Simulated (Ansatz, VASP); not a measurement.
**PbS: VASP beside Ansatz**

```
CELL_PARAMETERS angstrom
4.08970 0.00000 0.00000
-2.04485 3.54178 0.00000
0.00000 0.00000 3.78817
ATOMIC_POSITIONS crystal
Pb 0.00000 0.00000 0.00000
S 0.66667 0.33333 0.50000
```

Alike in both runs: task single point; functional PBE; k mesh 8 × 8 × 7; occupations gaussian, width 0.021 eV; no spin polarisation.

|  | VASP | Ansatz |
| --- | --- | --- |
| version | VASP 6.6.1 | Ansatz 0.2.0 |
| potentials or method | VASP PAW PBE potentials, release 64 (Pb_d, S) | Ansatz PAW |
| plane-wave cutoff (eV) | 520 | 420 |
| valence electrons in the cell | 20 | 20 |

|  | VASP | Ansatz | Ansatz less VASP |
| --- | --- | --- | --- |
| gap on the k mesh at the Fermi level (eV) | 0.21 | 0.21 | -0.004 |
| least direct gap on the mesh (eV) | 1.65 | 1.64 | -0.004 |
| pressure (GPa) | 0.0 | 0.1 | +0.07 |

Neither program's run includes spin-orbit coupling. Noted on Ansatz's run: odd divisions of the mesh miss points on the zone boundary, where band edges often lie, so the gap on the mesh can be too wide.
